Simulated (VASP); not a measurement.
# K7Na4Cl12 (a cell with a defect) in VASP: single point with PBEsol

Aim: the single point of K7Na4Cl12 (a cell with a defect) with PBEsol.

All numbers are computed with VASP 6.6.1; they aren't measurements. Logs are shortened: lines on timing, memory, paths and dates and some standing lists are left out, and cuts for length are marked.

## 1. The cell of the first run

The cell holds a defect, 23 atoms: a = 8.503 Å, b = 8.503 Å, c = 10.514 Å, α = 90.00°, β = 90.00°, γ = 120.00°.

## 2. Single point, PBEsol

INCAR reads:

```
SYSTEM = K7Na4Cl12
PREC = Accurate
ENCUT = 520
EDIFF = 1E-6
ISMEAR = 0
SIGMA = 0.05
LREAL = Auto
LASPH = .TRUE.
NELM = 80
ALGO = Normal
ISIF = 2
LWAVE = .FALSE.
LCHARG = .FALSE.
GGA = PS
NBANDS = 104
NELECT = 176.0
```

KPOINTS reads:

```
Automatic mesh
0
G
  3 3 2
  0 0 0
```

POSCAR reads:

```
K7Na4Cl12
1.0
    8.5028257657      0.0000000000      0.0000000000
   -4.2514128828      7.3636631170      0.0000000000
    0.0000000000      0.0000000000     10.5135001950
K Na Cl
7 4 12
Direct
    0.1660044404      0.3330021976      0.6776089664
    0.6669977710      0.3330021976      0.6776089664
    0.6669977726      0.8339956490      0.6776089664
    0.3312608627      0.1625218293      0.3286648534
    0.3312608564      0.6687391753      0.3286648534
    0.8333332826      0.1666666414      0.3175765386
    0.8374782150      0.6687391753      0.3286648534
    0.0041906216     -0.0041905774     -0.0073568268
    0.0041906593      0.5083812147     -0.0073568268
    0.4916188148     -0.0041905774     -0.0073568268
    0.4999999781      0.5000000600     -0.0003941599
    0.1682927592      0.3341463292      0.1460895964
    0.1666667233      0.8333333427      0.1461441928
    0.6658535838      0.3341463292      0.1460895964
    0.6658535730      0.8317072499      0.1460895964
    0.3386596939      0.1773194916      0.8618152691
    0.3386597173      0.6613402762      0.8618152691
    0.8333332826      0.1666666414      0.8580823544
    0.8226804551      0.6613402762      0.8618152691
   -0.0062491075      0.0062491995      0.4935446715
   -0.0062491176      0.4875016609      0.4935446715
    0.5124983208      0.0062491995      0.4935446715
    0.4999999781      0.5000000600      0.4997115996
```

Potentials or basis: VASP PAW PBE potentials, release 64 (K_sv, Na_pv, Cl).

Run with:

```bash
$ cat potpaw_PBE.64/K_sv/POTCAR potpaw_PBE.64/Na_pv/POTCAR potpaw_PBE.64/Cl/POTCAR > POTCAR
$ mpirun -np 1 vasp_std > vasp.out
```

OUTCAR:

```text
SYSTEM = K7Na4Cl12
   PREC = Accurate
   ENCUT = 520
   EDIFF = 1E-6
   ISMEAR = 0
   LREAL = Auto
   LASPH = .TRUE.
   NELM = 80
   ISIF = 2
   GGA = PS
   NELECT = 176.0

 ion  position               nearest neighbor table
   1  0.166  0.333  0.678-  20 3.09  21 3.09  23 3.09  18 3.10  16 3.10  17 3.10
   2  0.667  0.333  0.678-  22 3.09  21 3.09  23 3.09  18 3.10  16 3.10  19 3.10
   3  0.667  0.834  0.678-  22 3.09  20 3.09  23 3.09  18 3.10  19 3.10  17 3.10
   4  0.331  0.163  0.329-  20 3.03  22 3.03  23 3.07  13 3.09  12 3.12  14 3.12
   5  0.331  0.669  0.329-  21 3.03  22 3.03  23 3.07  13 3.09  15 3.12  12 3.12
   6  0.833  0.167  0.318-  22 3.00  21 3.00  20 3.00  14 3.06  15 3.06  12 3.06
   7  0.837  0.669  0.329-  20 3.03  21 3.03  23 3.07  13 3.09  15 3.12  14 3.12
   8  0.004  0.996  0.993-
   9  0.004  0.508  0.993-
  10  0.492  0.996  0.993-
  11  0.500  0.500  1.000-
  12  0.168  0.334  0.146-   6 3.06   4 3.12   5 3.12
  13  0.167  0.833  0.146-   5 3.09   4 3.09   7 3.09
  14  0.666  0.334  0.146-   6 3.06   4 3.12   7 3.12
  15  0.666  0.832  0.146-   6 3.06   7 3.12   5 3.12
  16  0.339  0.177  0.862-   1 3.10   2 3.10
  17  0.339  0.661  0.862-   3 3.10   1 3.10
  18  0.833  0.167  0.858-   3 3.10   2 3.10   1 3.10
  19  0.823  0.661  0.862-   3 3.10   2 3.10
  20  0.994  0.006  0.494-   6 3.00   4 3.03   7 3.03   1 3.09   3 3.09
  21  0.994  0.488  0.494-   6 3.00   5 3.03   7 3.03   1 3.09   2 3.09
  22  0.512  0.006  0.494-   6 3.00   5 3.03   4 3.03   2 3.09   3 3.09
  23  0.500  0.500  0.500-   4 3.07   7 3.07   5 3.07   1 3.09   3 3.09   2 3.09

  LATTYP: Found a hexagonal cell.
 ALAT       =     8.5028257657
 C/A-ratio  =     1.2364713196

  Lattice vectors:

 A1 = (   8.5028257657,   0.0000000000,   0.0000000000)
 A2 = (  -4.2514128828,   7.3636631170,   0.0000000000)
 A3 = (   0.0000000000,   0.0000000000,  10.5135001950)

Analysis of symmetry for initial positions (statically):
=====================================================================
 Subroutine PRICEL returns:
 Original cell was already a primitive cell.

 Routine SETGRP: Setting up the symmetry group for a
 hexagonal supercell.

 Subroutine GETGRP returns: Found  6 space group operations
 (whereof  2 operations were pure point group operations)
 out of a pool of 24 trial point group operations.

The static configuration has the point symmetry C_1h.
 The point group associated with its full space group is C_3v.

Analysis of symmetry for dynamics (positions and initial velocities):
=====================================================================
 Subroutine PRICEL returns:
 Original cell was already a primitive cell.

 Routine SETGRP: Setting up the symmetry group for a
 hexagonal supercell.

 Subroutine GETGRP returns: Found  6 space group operations
 (whereof  2 operations were pure point group operations)
 out of a pool of 24 trial point group operations.

The dynamic configuration has the point symmetry C_1h.
 The point group associated with its full space group is C_3v.

 Subroutine INISYM returns: Found  6 space group operations
 (whereof  2 operations are pure point group operations),
 and found     1 'primitive' translations

----------------------------------------------------------------------------------------

                                     Primitive cell

  volume of cell :     658.2707

  direct lattice vectors                    reciprocal lattice vectors
     8.502825766  0.000000000  0.000000000     0.117607961  0.067900988  0.000000000
    -4.251412883  7.363663117  0.000000000     0.000000000  0.135801976  0.000000000
     0.000000000  0.000000000 10.513500195     0.000000000  0.000000000  0.095115802

  length of vectors
     8.502825766  8.502825766 10.513500195     0.135801976  0.135801976  0.095115802

  position of ions in fractional coordinates (direct lattice)
     0.166004440  0.333002198  0.677608966
     0.666997771  0.333002198  0.677608966
     0.666997773  0.833995649  0.677608966
     0.331260863  0.162521829  0.328664853
     0.331260856  0.668739175  0.328664853
     0.833333283  0.166666641  0.317576539
[... 15 lines left out ...]
     0.512498321  0.006249199  0.493544671
     0.499999978  0.500000060  0.499711600

  ion indices of the primitive-cell ions
   primitive index   ion index
                 1           1
                 2           2
                 3           3
                 4           4
                 5           5
                 6           6
[... 15 lines left out ...]
                22          22
                23          23

----------------------------------------------------------------------------------------

 KPOINTS: Automatic mesh

Automatic generation of k-mesh.
 Grid dimensions read from file:
 generate k-points for:    3    3    2

 Generating k-lattice:

  Cartesian coordinates                     Fractional coordinates (reciprocal lattice)
     0.039202654  0.022633663  0.000000000     0.333333333  0.000000000  0.000000000
     0.000000000  0.045267325  0.000000000     0.000000000  0.333333333  0.000000000
     0.000000000  0.000000000  0.047557901     0.000000000  0.000000000  0.500000000

  Length of vectors
     0.045267325  0.045267325  0.047557901

  Shift w.r.t. Gamma in fractional coordinates (k-lattice)
     0.000000000  0.000000000  0.000000000

 Subroutine IBZKPT returns following result:
 ===========================================

 Found      6 irreducible k-points:

 Following reciprocal coordinates:
            Coordinates               Weight
  0.000000  0.000000  0.000000      1.000000
  0.333333  0.000000  0.000000      6.000000
  0.333333  0.333333  0.000000      2.000000
  0.000000  0.000000  0.500000      1.000000
  0.333333  0.000000  0.500000      6.000000
  0.333333  0.333333  0.500000      2.000000
   k-points           NKPTS =      6   k-points in BZ     NKDIM =      6   number of bands    NBANDS=    104
   number of dos      NEDOS =    301   number of ions     NIONS =     23
   total plane-waves  NPLWV = 327680
   dimension x,y,z NGX =    64 NGY =   64 NGZ =   80
   dimension x,y,z NGXF=   128 NGYF=  128 NGZF=  160
   ions per type =               7   4  12
   NGX,Y,Z   is equivalent  to a cutoff of  12.51, 12.51, 12.65 a.u.
   NGXF,Y,Z  is equivalent  to a cutoff of  25.03, 25.03, 25.30 a.u.
 SYSTEM =  K7Na4Cl12
   PREC   = accura    normal or accurate (medium, high low for compatibility)
   ISTART =      0    job   : 0-new  1-cont  2-samecut
   ICHARG =      2    charge: 1-file 2-atom 10-const
   ISPIN  =      1    spin polarized calculation?
   LNONCOLLINEAR =      F non collinear calculations
   LSORBIT =      F    spin-orbit coupling
   LASPH  =      T    aspherical Exc in radial PAW
   ENCUT  =  520.0 eV  38.22 Ry    6.18 a.u.  15.81 15.81 19.55*2*pi/ulx,y,z
   NELM   =     80;   NELMIN=  2; NELMDL= -5     # of ELM steps
   EDIFF  = 0.1E-05   stopping-criterion for ELM
   LREAL  =      T    real-space projection
   EDIFFG = 0.1E-04   stopping-criterion for IOM
   NSW    =      0    number of steps for IOM
   IBRION =     -1    ionic relax: 0-MD 1-quasi-New 2-CG
   NFREE  =      0    steps in history (QN), initial steepest desc. (CG)
   ISIF   =      2    stress and relaxation
   ISYM   =      2    0-nonsym 1-usesym 2-fastsym
   POTIM  = 0.5000    time-step for ionic-motion
   TEBEG  =    0.0;   TEEND  =   0.0 temperature during run
   PSTRESS=    0.0 pullay stress
   NELECT =     176.0000    total number of electrons
   NUPDOWN=      -1.0000    fix difference up-down
   EMIN   =  10.00;   EMAX   =-10.00  energy-range for DOS
   EFERMI =   0.00;   METHOD = LEGACY
   ISMEAR =     0;   SIGMA  =   0.05  broadening in eV -4-tet -1-fermi 0-gaus
   EFERMI_NEDOS =   21; number of points for ismear=-14 and -15
   IALGO  =     38    algorithm
   IMIX   =      4    mixing-type and parameters
     AMIX     =   0.40;   BMIX     =  1.00
     AMIX_MAG =   1.60;   BMIX_MAG =  1.00
  volume/ion in A,a.u.               =      28.62       193.14
  Fermi-wavevector in a.u.,A,eV,Ry     =   1.054656  1.993011 15.133754  1.112300
  Thomas-Fermi vector in A             =   2.189825
   LORBIT       =      0    0 simple, 1 ext, 2 COOP (PROOUT), +10 PAW based schemes
   GGA     = PS    functional components
   LHFCALC =     F    Hartree Fock is set to
   AEXX    =    0.0000 exact exchange contribution
   IVDW    =     0    specifies the selected vdW correction
   LEPSILON=     F    determine dielectric tensor
   LRPA    =     F    only Hartree local field effects (RPA)
 non-spin polarized calculation
 Gauss-broadening in eV      SIGMA  =   0.05
  energy-cutoff  :      520.00
  volume of cell :      658.27
 maximum number of plane-waves:     17790
 NGX is ok and might be reduce to    64
   NGX = 31   NGY = 31   NGZ = 39

 number of electron     176.0000011 magnetization

 Free energy of the ion-electron system (eV)
  ---------------------------------------------------
  ext. energy  EPLUGINS =         0.00000000
  ---------------------------------------------------
  free energy    TOTEN  =       -79.11819815 eV

  energy without entropy =      -79.11819815  energy(sigma->0) =      -79.11819815

 E-fermi :  -1.3318     XC(G=0):  -7.8283

 val. band max:       -1.5602173819   @ k =   0.0000   0.0000   0.0000
 cond. band min:       3.3380113161   @ k =   0.0000   0.0000   0.0000
 fundamental gap:      4.8982286980
 Fermi energy:        -1.3318448197

 k-point     1 :       0.0000    0.0000    0.0000
  band No.  band energies     occupation
      1     -28.8506      2.00000
      2     -28.8405      2.00000
      3     -28.8405      2.00000
      4     -28.7992      2.00000
      5     -28.7897      2.00000
      6     -28.7897      2.00000
[... 92 lines left out ...]
     99       6.0217      0.00000
    100       6.1282      0.00000

 k-point     2 :       0.3333    0.0000    0.0000
  band No.  band energies     occupation
      1     -28.8485      2.00000
      2     -28.8426      2.00000
      3     -28.8405      2.00000
      4     -28.7972      2.00000
      5     -28.7917      2.00000
      6     -28.7897      2.00000
[... 504 lines left out ...]
     99       6.0948      0.00000
    100       6.2369      0.00000
 [bands above 100 left out]

------------------------ aborting loop because EDIFF is reached ----------------------------------------

  FORCE on cell =-STRESS in cart. coord.  units (eV):
  Direction    XX          YY          ZZ          XY          YZ          ZX
  --------------------------------------------------------------------------------------
  -------------------------------------------------------------------------------------
  Total        4.3638953      4.3638953      4.9055863      0.0000000      0.0000000      0.0000000
  in kB       10.6213662     10.6213662     11.9397981      0.0000000      0.0000000      0.0000000
  external PRESSURE =      11.0608435 kB  Pullay stress =       0.0000000 kB

 VOLUME and BASIS-vectors are now :
 -----------------------------------------------------------------------------
  energy-cutoff  :      520.00
  volume of cell :      658.27
      direct lattice vectors                 reciprocal lattice vectors
     8.502825766  0.000000000  0.000000000     0.117607961  0.067900988  0.000000000
    -4.251412883  7.363663117  0.000000000     0.000000000  0.135801976  0.000000000
     0.000000000  0.000000000 10.513500195     0.000000000  0.000000000  0.095115802

 POSITION                                       TOTAL-FORCE (eV/Angst)
 -----------------------------------------------------------------------------------
     -0.00422      2.45212      7.12404        -0.002481     -0.001432     -0.008843
      4.25564      2.45212      7.12404         0.002481     -0.001432     -0.008843
      2.12571      6.14126      7.12404         0.000000      0.002864     -0.008843
      2.12571      1.19676      3.45542         0.000000      0.000776     -0.006956
     -0.02643      4.92437      3.45542         0.000672     -0.000388     -0.006956
      6.37712      1.22728      3.33884         0.000000      0.000000     -0.016259
[... 15 lines left out ...]
      4.33112      0.04602      5.18888        -0.002295     -0.001325      0.013955
      2.12571      3.68183      5.25372         0.000000      0.000000      0.009352
 -----------------------------------------------------------------------------------
    total drift:                                0.002276      0.000474      0.004481

  FREE ENERGIE OF THE ION-ELECTRON SYSTEM (eV)
  ---------------------------------------------------
  free  energy   TOTEN  =       -79.1181981526 eV

  energy  without entropy=      -79.1181981526  energy(sigma->0) =      -79.11819815
```

Wall time 16 min (1 thread of AMD EPYC 7R43 (Zen 3), shared host); peak memory 0.75 GiB.

What came out:

| Quantity | Value |
| --- | --- |
| Free energy | -79.1182 eV |
| Largest force | 0.018 eV/Å |

Forces on the atoms (eV/Å):
```
K   -0.002 -0.001 -0.009
K    0.002 -0.001 -0.009
K    0.000  0.003 -0.009
K    0.000  0.001 -0.007
K    0.001  0.000 -0.007
K    0.000  0.000 -0.016
K   -0.001  0.000 -0.007
Na   0.005 -0.003 -0.001
Na   0.000  0.006 -0.001
Na  -0.005 -0.003 -0.001
Na   0.000  0.000  0.018
Cl   0.003  0.001 -0.002
Cl   0.000  0.000 -0.013
Cl  -0.003  0.001 -0.002
Cl   0.000 -0.003 -0.002
Cl   0.000 -0.006  0.002
Cl  -0.005  0.003  0.002
Cl   0.000  0.000  0.010
Cl   0.005  0.003  0.002
Cl   0.002 -0.001  0.014
Cl   0.000  0.003  0.014
Cl  -0.002 -0.001  0.014
Cl   0.000  0.000  0.009
```

Caveat: the cell carries a net charge on a neutralising background, which shifts energy and pressure; the cell is charged against a uniform background, so pressure and absolute levels hang on convention; the PAW data sets were made with another functional, which shifts forces and pressure a little.
